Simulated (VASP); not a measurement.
# TiRh3 in VASP: a series of runs

TiRh3 is run at these levels: LDA; tasks: electric field gradients.

All numbers are computed with VASP 6.6.1; they aren't measurements. Logs are shortened: lines on timing, memory, paths and dates and some standing lists are left out, and cuts for length are marked.

## (1) The cell of the first run

Symmetry: P4/mmm, No. 123, tetragonal system. The conventional cell has a = 3.822 Å, b = 3.822 Å, c = 3.784 Å, α = 90.00°, β = 90.00°, γ = 90.00°. Within 3.5 Å of Ti (site symmetry 4/mmm) lie 12 Rh at 2.69 to 2.70 Å. Rh (site symmetry mmm) has 4 Ti at 2.69 Å and 8 Rh at 2.69 to 2.70 Å within 3.5 Å. Rh (site symmetry 4/mmm) has 8 Rh at 2.69 Å and 4 Ti at 2.70 Å within 3.5 Å.

## (2) Electric field gradients, LDA (zz strain of -1 %)

The input, INCAR:

```
PREC = Accurate
ENCUT = 520
EDIFF = 1E-8
ISMEAR = -1
SIGMA = 0.03
LREAL = F
LASPH = T
NELM = 100
ALGO = Normal
ISIF = 2
LWAVE = F
LCHARG = F
LEFG = T
NBANDS = 36
```

The input, KPOINTS:

```
Automatic mesh
0
Gamma
  10 10 10
```

The input, POSCAR:

```
TiRh3
1.0
    3.8220000000      0.0000000000      0.0000000000
    0.0000000000      3.8220000000      0.0000000000
    0.0000000000      0.0000000000      3.7837800000
Ti Rh
1 3
Direct
    0.0000000000      0.0000000000      0.0000000000
    0.0000000000      0.5000000000      0.5000000000
    0.5000000000      0.0000000000      0.5000000000
    0.5000000000      0.5000000000      0.0000000000
```

Potentials or basis: VASP PAW LDA potentials, release 64 (Ti_sv, Rh_pv).

The run is started by

```console
$ cat potpaw_LDA.64/Ti_sv/POTCAR potpaw_LDA.64/Rh_pv/POTCAR > POTCAR
$ mpirun -np 1 vasp_std > vasp.out
```

OUTCAR:

```text
PREC = Accurate
   ENCUT = 520
   EDIFF = 1E-8
   ISMEAR = -1
   LREAL = F
   LASPH = T
   NELM = 100
   ISIF = 2

 ion  position               nearest neighbor table
   1  0.000  0.000  0.000-   2 2.69   3 2.69   2 2.69   3 2.69   2 2.69   2 2.69   3 2.69   3 2.69
                             4 2.70   4 2.70   4 2.70   4 2.70
   2  0.000  0.500  0.500-   1 2.69   4 2.69   1 2.69   4 2.69   1 2.69   1 2.69   4 2.69   4 2.69
                             3 2.70   3 2.70   3 2.70   3 2.70
   3  0.500  0.000  0.500-   1 2.69   4 2.69   1 2.69   4 2.69   4 2.69   4 2.69   1 2.69   1 2.69
                             2 2.70   2 2.70   2 2.70   2 2.70
   4  0.500  0.500  0.000-   2 2.69   3 2.69   2 2.69   3 2.69   3 2.69   3 2.69   2 2.69   2 2.69
                             1 2.70   1 2.70   1 2.70   1 2.70

  LATTYP: Found a simple tetragonal cell.
 ALAT       =     3.8220000000
 C/A-ratio  =     0.9900000000

  Lattice vectors:

 A1 = (   3.8220000000,   0.0000000000,   0.0000000000)
 A2 = (   0.0000000000,   3.8220000000,   0.0000000000)
 A3 = (   0.0000000000,   0.0000000000,   3.7837800000)

Analysis of symmetry for initial positions (statically):
=====================================================================
 Subroutine PRICEL returns:
 Original cell was already a primitive cell.

 Routine SETGRP: Setting up the symmetry group for a
 simple tetragonal supercell.

 Subroutine GETGRP returns: Found 16 space group operations
 (whereof 16 operations were pure point group operations)
 out of a pool of 16 trial point group operations.

The static configuration has the point symmetry D_4h.

Analysis of symmetry for dynamics (positions and initial velocities):
=====================================================================
 Subroutine PRICEL returns:
 Original cell was already a primitive cell.

 Routine SETGRP: Setting up the symmetry group for a
 simple tetragonal supercell.

 Subroutine GETGRP returns: Found 16 space group operations
 (whereof 16 operations were pure point group operations)
 out of a pool of 16 trial point group operations.

The dynamic configuration has the point symmetry D_4h.

 Subroutine INISYM returns: Found 16 space group operations
 (whereof 16 operations are pure point group operations),
 and found     1 'primitive' translations

----------------------------------------------------------------------------------------

                                     Primitive cell

  volume of cell :      55.2723

  direct lattice vectors                    reciprocal lattice vectors
     3.822000000  0.000000000  0.000000000     0.261643119  0.000000000  0.000000000
     0.000000000  3.822000000  0.000000000     0.000000000  0.261643119  0.000000000
     0.000000000  0.000000000  3.783780000     0.000000000  0.000000000  0.264285979

  length of vectors
     3.822000000  3.822000000  3.783780000     0.261643119  0.261643119  0.264285979

  position of ions in fractional coordinates (direct lattice)
     0.000000000  0.000000000  0.000000000
     0.000000000  0.500000000  0.500000000
     0.500000000  0.000000000  0.500000000
     0.500000000  0.500000000  0.000000000

  ion indices of the primitive-cell ions
   primitive index   ion index
                 1           1
                 2           2
                 3           3
                 4           4

----------------------------------------------------------------------------------------

 KPOINTS: Automatic mesh

Automatic generation of k-mesh.
 Grid dimensions read from file:
 generate k-points for:   10   10   10

 Generating k-lattice:

  Cartesian coordinates                     Fractional coordinates (reciprocal lattice)
     0.026164312  0.000000000  0.000000000     0.100000000  0.000000000  0.000000000
     0.000000000  0.026164312  0.000000000     0.000000000  0.100000000  0.000000000
     0.000000000  0.000000000  0.026428598     0.000000000  0.000000000  0.100000000
[... 40 lines left out ...]
   number of dos      NEDOS =    301   number of ions     NIONS =      4
   total plane-waves  NPLWV =  21952
   dimension x,y,z NGX =    28 NGY =   28 NGZ =   28
   dimension x,y,z NGXF=    56 NGYF=   56 NGZF=   56
   ions per type =               1   3
   NGX,Y,Z   is equivalent  to a cutoff of  12.18, 12.18, 12.30 a.u.
   NGXF,Y,Z  is equivalent  to a cutoff of  24.36, 24.36, 24.60 a.u.
 SYSTEM =  unknown system
   PREC   = accura    normal or accurate (medium, high low for compatibility)
   ISTART =      0    job   : 0-new  1-cont  2-samecut
   ICHARG =      2    charge: 1-file 2-atom 10-const
   ISPIN  =      1    spin polarized calculation?
   LNONCOLLINEAR =      F non collinear calculations
   LSORBIT =      F    spin-orbit coupling
   LASPH  =      T    aspherical Exc in radial PAW
   ENCUT  =  520.0 eV  38.22 Ry    6.18 a.u.   7.11  7.11  7.04*2*pi/ulx,y,z
   NELM   =    100;   NELMIN=  2; NELMDL= -5     # of ELM steps
   EDIFF  = 0.1E-07   stopping-criterion for ELM
   LREAL  =      F    real-space projection
   EDIFFG = 0.1E-06   stopping-criterion for IOM
   NSW    =      0    number of steps for IOM
   IBRION =     -1    ionic relax: 0-MD 1-quasi-New 2-CG
   NFREE  =      0    steps in history (QN), initial steepest desc. (CG)
   ISIF   =      2    stress and relaxation
   ISYM   =      2    0-nonsym 1-usesym 2-fastsym
   POTIM  = 0.5000    time-step for ionic-motion
   TEBEG  =    0.0;   TEEND  =   0.0 temperature during run
   PSTRESS=    0.0 pullay stress
   NELECT =      57.0000    total number of electrons
   NUPDOWN=      -1.0000    fix difference up-down
   EMIN   =  10.00;   EMAX   =-10.00  energy-range for DOS
   EFERMI =   0.00;   METHOD = LEGACY
   ISMEAR =    -1;   SIGMA  =   0.03  broadening in eV -4-tet -1-fermi 0-gaus
   EFERMI_NEDOS =   21; number of points for ismear=-14 and -15
   IALGO  =     38    algorithm
   IMIX   =      4    mixing-type and parameters
     AMIX     =   0.40;   BMIX     =  1.00
     AMIX_MAG =   1.60;   BMIX_MAG =  1.00
  volume/ion in A,a.u.               =      13.82        93.25
  Fermi-wavevector in a.u.,A,eV,Ry     =   1.653982  3.125572 37.220853  2.735655
  Thomas-Fermi vector in A             =   2.742327
   LORBIT       =      0    0 simple, 1 ext, 2 COOP (PROOUT), +10 PAW based schemes
   GGA     = CA    functional components
   LHFCALC =     F    Hartree Fock is set to
   AEXX    =    0.0000 exact exchange contribution
   IVDW    =     0    specifies the selected vdW correction
   LEPSILON=     F    determine dielectric tensor
   LRPA    =     F    only Hartree local field effects (RPA)
 non-spin polarized calculation
  energy-cutoff  :      520.00
  volume of cell :       55.27
 maximum number of plane-waves:      1508
   NGX = 15   NGY = 15   NGZ = 15

 number of electron      57.0000049 magnetization

 Free energy of the ion-electron system (eV)
  ---------------------------------------------------
  ext. energy  EPLUGINS =         0.00000000
  ---------------------------------------------------
  free energy    TOTEN  =       -37.18008171 eV

  energy without entropy =      -37.16856767  energy(sigma->0) =      -37.17432469

 E-fermi :  11.1566     XC(G=0): -13.9717

 val. band max:       11.1561568624   @ k =   0.1000   0.0000   0.3000
 cond. band min:      11.1597830545   @ k =   0.2000   0.0000   0.4000
 fundamental gap:      0.0036261921
 Fermi energy:        11.1566320018

 k-point     1 :       0.0000    0.0000    0.0000
  band No.  band energies     occupation
      1     -45.0481      2.00000
      2     -35.1703      2.00000
      3     -35.1703      2.00000
      4     -35.1695      2.00000
      5     -34.8732      2.00000
      6     -34.8674      2.00000
[... 925 lines left out ...]
     35      14.4335      0.00000
     36      16.6897      0.00000

 [... further k-points ...]
[... 5 lines left out ...]
  --------------------------------------------------------------------------------------
  -------------------------------------------------------------------------------------
  Total       -2.7135540     -2.7135540     -2.0537531      0.0000000      0.0000000      0.0000000
  in kB      -78.6578027    -78.6578027    -59.5321493      0.0000000      0.0000000      0.0000000
  external PRESSURE =     -72.2825849 kB  Pullay stress =       0.0000000 kB

 VOLUME and BASIS-vectors are now :
 -----------------------------------------------------------------------------
  energy-cutoff  :      520.00
  volume of cell :       55.27
      direct lattice vectors                 reciprocal lattice vectors
     3.822000000  0.000000000  0.000000000     0.261643119  0.000000000  0.000000000
     0.000000000  3.822000000  0.000000000     0.000000000  0.261643119  0.000000000
     0.000000000  0.000000000  3.783780000     0.000000000  0.000000000  0.264285979

 POSITION                                       TOTAL-FORCE (eV/Angst)
 -----------------------------------------------------------------------------------
      0.00000      0.00000      0.00000         0.000000      0.000000      0.000000
      0.00000      1.91100      1.89189         0.000000      0.000000      0.000000
      1.91100      0.00000      1.89189         0.000000      0.000000      0.000000
      1.91100      1.91100      0.00000         0.000000      0.000000      0.000000
 -----------------------------------------------------------------------------------
    total drift:                                0.000000      0.000000      0.000000

  FREE ENERGIE OF THE ION-ELECTRON SYSTEM (eV)
  ---------------------------------------------------
  free  energy   TOTEN  =       -37.1800817142 eV

  energy  without entropy=      -37.1685676662  energy(sigma->0) =      -37.17432469

 Electric field gradients (V/A^2)
---------------------------------------------------------------------
 ion       V_xx      V_yy      V_zz      V_xy      V_xz      V_yz
---------------------------------------------------------------------
   1       0.144     0.144    -0.288    -0.000    -0.000     0.000
   2     -34.352    17.846    16.506    -0.000    -0.000     0.000
   3      17.846   -34.352    16.506     0.000    -0.000     0.000
   4      15.891    15.891   -31.783     0.000    -0.000    -0.000
---------------------------------------------------------------------

 Electric field gradients after diagonalization (V/A^2)
 (convention: |V_zz| > |V_xx| > |V_yy|)
----------------------------------------------------------------------
 ion       V_xx      V_yy      V_zz     asymmetry (V_yy - V_xx)/ V_zz
----------------------------------------------------------------------
   1       0.144     0.144    -0.288       0.000
   2      17.846    16.506   -34.352       0.039
   3      17.846    16.506   -34.352       0.039
   4      15.891    15.891   -31.783       0.000
----------------------------------------------------------------------

           NMR quadrupolar parameters

 Cq : quadrupolar parameter    Cq=e*Q*V_zz/h
 eta: asymmetry parameters     (V_yy - V_xx)/ V_zz
 Q  : nuclear electric quadrupole moment in mb (millibarn)
----------------------------------------------------------------------
 ion       Cq(MHz)       eta       Q (mb)
----------------------------------------------------------------------
   1      -0.001       0.000       1.000
   2      -0.083       0.039       1.000
   3      -0.083       0.039       1.000
   4      -0.077       0.000       1.000
----------------------------------------------------------------------
```

Run time: 1.7 min. Hardware: 1 thread of Intel Xeon 6975P-C (Granite Rapids), shared host; peak memory 0.29 GiB.

What came out:

```yaml
Free_energy: -37.1801 eV
Pressure: -7.2 GPa
```

Stress tensor (GPa, compression positive):
```
-7.87  0.00  0.00
 0.00 -7.87  0.00
 0.00  0.00 -5.95
```

Levels at points of the mesh, in eV from the Fermi level:
```
           k point  band 27  band 28  band 29  band 30  band 31  band 32
(0.00, 0.00, 0.00)     1.29     1.37     1.37     2.70     2.72     3.34
(0.50, 0.00, 0.00)    -1.07    -0.91     0.14     1.09     1.10     1.38
(0.50, 0.50, 0.00)    -1.54    -1.15    -0.79    -0.76     1.46     1.46
(0.00, 0.00, 0.50)    -1.13    -0.89     0.08     1.05     1.05     1.30
(0.50, 0.00, 0.50)    -1.50    -1.13    -0.75    -0.71     1.48     1.49
(0.50, 0.50, 0.50)     0.90     0.94     1.03     1.15     1.15     1.15
```

Electric field gradients, principal values (V/Å²):
| atom | least | middle | greatest (by size) |
| --- | --- | --- | --- |
| 1 Ti | 0.144 | 0.144 | -0.288 |
| 2 Rh | 16.506 | 17.846 | -34.352 |
| 3 Rh | 16.506 | 17.846 | -34.352 |
| 4 Rh | 15.891 | 15.891 | -31.783 |

Caveat: the cell differs from its parent crystal (zz strain of -1 %); without QUAD_EFG the Cq values of the log hold for a quadrupole moment of 1 mb, not for the nuclei.

## (3) Electric field gradients, LDA (equal xy, yz and zx shear strains of -2 %)

The input, INCAR:

```
ALGO     = Normal         # electronic algorithm
EDIFF    = 1E-8           # SCF threshold, eV
ENCUT    = 520            # plane-wave cutoff, eV
ISIF     = 2              # what is computed and relaxed
ISMEAR   = -1             # smearing method
LASPH    = T              # aspherical terms in the spheres
LCHARG   = F              # write CHGCAR
LEFG     = T            
LREAL    = F              # projectors in reciprocal space
LWAVE    = F              # write WAVECAR
NBANDS   = 36             # bands
NELM     = 80             # most SCF steps
PREC     = Accurate       # precision mode
SIGMA    = 0.03           # smearing width, eV
```

The input, KPOINTS:

```
k-points
0
Gamma
  10 10 10
```

The input, POSCAR:

```
TiRh3
1.0
    3.8220000000     -0.0382200000     -0.0382200000
   -0.0382200000      3.8220000000     -0.0382200000
   -0.0382200000     -0.0382200000      3.8220000000
Ti Rh
1 3
Direct
    0.0000000000      0.0000000000      0.0000000000
    0.0000000000      0.5000000000      0.5000000000
    0.5000000000      0.0000000000      0.5000000000
    0.5000000000      0.5000000000      0.0000000000
```

Potentials or basis: VASP PAW LDA potentials, release 64 (Ti_sv, Rh_pv).

The run is started by

```console
$ cat potpaw_LDA.64/Ti_sv/POTCAR potpaw_LDA.64/Rh_pv/POTCAR > POTCAR
$ mpirun -np 1 vasp_std > vasp.out
```

OUTCAR:

```text
EDIFF = 1E-8
   ENCUT = 520
   ISIF = 2
   ISMEAR = -1
   LASPH = T
   LREAL = F
   NELM = 80
   PREC = Accurate

 ion  position               nearest neighbor table
   1  0.000  0.000  0.000-   2 2.68   3 2.68   2 2.68   3 2.68   4 2.68   4 2.68   4 2.73   2 2.73
                             3 2.73   4 2.73   3 2.73   2 2.73
   2  0.000  0.500  0.500-   1 2.68   4 2.68   1 2.68   4 2.68   3 2.68   3 2.68   3 2.73   1 2.73
                             3 2.73   4 2.73   4 2.73   1 2.73
   3  0.500  0.000  0.500-   1 2.68   4 2.68   4 2.68   1 2.68   2 2.68   2 2.68   4 2.73   1 2.73
                             1 2.73   2 2.73   4 2.73   2 2.73
   4  0.500  0.500  0.000-   2 2.68   3 2.68   3 2.68   2 2.68   1 2.68   1 2.68   3 2.73   2 2.73
                             1 2.73   2 2.73   3 2.73   1 2.73

  LATTYP: Found a trigonal (rhomboedric) cell.
 ALAT       =     3.8223821809
[... 1168 lines left out ...]
   1       0.000     0.000     0.000    -2.471    -2.471    -2.471
   2     -33.505    16.752    16.752    -6.714    -6.714     7.408
   3      16.752   -33.505    16.752    -6.714     7.408    -6.714
   4      16.752    16.752   -33.505     7.408    -6.714    -6.714
---------------------------------------------------------------------

 Electric field gradients after diagonalization (V/A^2)
 (convention: |V_zz| > |V_xx| > |V_yy|)
----------------------------------------------------------------------
 ion       V_xx      V_yy      V_zz     asymmetry (V_yy - V_xx)/ V_zz
----------------------------------------------------------------------
   1       2.471     2.471    -4.942       0.000
   2      25.683     9.345   -35.028       0.466
   3      25.683     9.345   -35.028       0.466
   4      25.683     9.345   -35.028       0.466
----------------------------------------------------------------------

           NMR quadrupolar parameters

 Cq : quadrupolar parameter    Cq=e*Q*V_zz/h
 eta: asymmetry parameters     (V_yy - V_xx)/ V_zz
 Q  : nuclear electric quadrupole moment in mb (millibarn)
----------------------------------------------------------------------
 ion       Cq(MHz)       eta       Q (mb)
----------------------------------------------------------------------
   1      -0.012       0.000       1.000
   2      -0.085       0.466       1.000
   3      -0.085       0.466       1.000
   4      -0.085       0.466       1.000
----------------------------------------------------------------------
```

OSZICAR:

```text
N       E                     dE             d eps       ncg     rms          rms(c)
DAV:   1     0.755138249381E+03    0.75514E+03   -0.32950E+04  8360   0.190E+03
DAV:   2     0.372520462144E+01   -0.75141E+03   -0.73385E+03  8592   0.589E+02
DAV:   3    -0.387858859012E+02   -0.42511E+02   -0.40524E+02 10968   0.140E+02
DAV:   4    -0.404283799948E+02   -0.16425E+01   -0.16247E+01 10740   0.233E+01
DAV:   5    -0.404583787629E+02   -0.29999E-01   -0.29987E-01 10016   0.316E+00    0.189E+01
DAV:   6    -0.377474621377E+02    0.27109E+01   -0.11433E+01 10616   0.265E+01    0.902E+00
DAV:   7    -0.379200825112E+02   -0.17262E+00   -0.10277E+01 10752   0.213E+01    0.701E+00
DAV:   8    -0.371264227504E+02    0.79366E+00   -0.15752E+00 11488   0.884E+00    0.188E+00
DAV:   9    -0.371394569611E+02   -0.13034E-01   -0.22144E-01 11576   0.249E+00    0.156E+00
DAV:  10    -0.371193456574E+02    0.20111E-01   -0.12541E-01 10236   0.245E+00    0.306E-01
DAV:  11    -0.371180341727E+02    0.13115E-02   -0.10931E-02 10892   0.712E-01    0.197E-01
DAV:  12    -0.371176323731E+02    0.40180E-03   -0.97400E-04 10504   0.212E-01    0.379E-02
DAV:  13    -0.371176338576E+02   -0.14845E-05   -0.61893E-05  9316   0.538E-02    0.160E-02
DAV:  14    -0.371176321179E+02    0.17398E-05   -0.13277E-05 10168   0.252E-02    0.485E-03
DAV:  15    -0.371176319316E+02    0.18623E-06   -0.51098E-07  9072   0.578E-03    0.388E-03
DAV:  16    -0.371176318168E+02    0.11479E-06   -0.32769E-07 10420   0.310E-03    0.625E-04
DAV:  17    -0.371176318111E+02    0.57607E-08   -0.22341E-08  6880   0.891E-04
   1 F= -.37117632E+02 E0= -.37111733E+02  d E =-.117971E-01
```

stdout:

```text
POSCAR found type information on POSCAR TiRh
 POSCAR found :  2 types and       4 ions
 scaLAPACK will be used
 LDA part: xc-table for (Slater(with rela. corr.)+CA(PZ))
 , standard interpolation
 POSCAR, INCAR and KPOINTS ok, starting setup
 FFT: planning ... GRIDC
 FFT: planning ... GRID_SOFT
 FFT: planning ... GRID
 WAVECAR not read
 entering main loop
ion   1

ion   2
     0.0000545    -0.0341413    -0.2995744     0.5135370    -0.0341413    -0.8894722
     0.0000750    -0.0341413    -0.2995744     0.5135370    -0.0341413    -0.8894722
     0.0001033    -0.0341412    -0.2995744     0.5135370    -0.0341412    -0.8894722
     0.0001422    -0.0341412    -0.2995744     0.5135370    -0.0341412    -0.8894723

     0.0000545     6.2502469    -6.6814872   -12.9425191     6.2502469    22.4171007
     0.0000750     6.2499556    -6.6810363   -12.9403749     6.2499556    22.4133867
     0.0001033     6.2495038    -6.6802974   -12.9368756     6.2495038    22.4073258
     0.0001422     6.2488075    -6.6790915   -12.9311878     6.2488075    22.3974743

ion   3
     0.0000545    -0.0341413    -0.0341413     0.5135370    -0.2995744     0.8894722
     0.0000750    -0.0341413    -0.0341413     0.5135370    -0.2995744     0.8894722
     0.0001033    -0.0341412    -0.0341412     0.5135370    -0.2995744     0.8894722
     0.0001422    -0.0341412    -0.0341412     0.5135370    -0.2995744     0.8894723

     0.0000545     6.2502469     6.2502469   -12.9425191    -6.6814872   -22.4171007
     0.0000750     6.2499556     6.2499556   -12.9403749    -6.6810363   -22.4133867
     0.0001033     6.2495038     6.2495038   -12.9368756    -6.6802974   -22.4073258
     0.0001422     6.2488075     6.2488075   -12.9311878    -6.6790915   -22.3974743

ion   4
```

Run time: 3.5 min. Hardware: 1 thread of Intel Xeon Platinum 8488C (Sapphire Rapids), shared host; peak memory 0.28 GiB.

What came out:

```yaml
Free_energy: -37.1176 eV
Pressure: -9.3 GPa
```

Electric field gradients, principal values (V/Å²):
```tsv
atom	least	middle	greatest (by size)
1 Ti	2.471	2.471	-4.942
2 Rh	9.345	25.683	-35.028
3 Rh	9.345	25.683	-35.028
4 Rh	9.345	25.683	-35.028
```

Caveat: the cell differs from its parent crystal (equal xy, yz and zx shear strains of -2 %); without QUAD_EFG the Cq values of the log hold for a quadrupole moment of 1 mb, not for the nuclei.

(Part 1 of 2 ends here.)
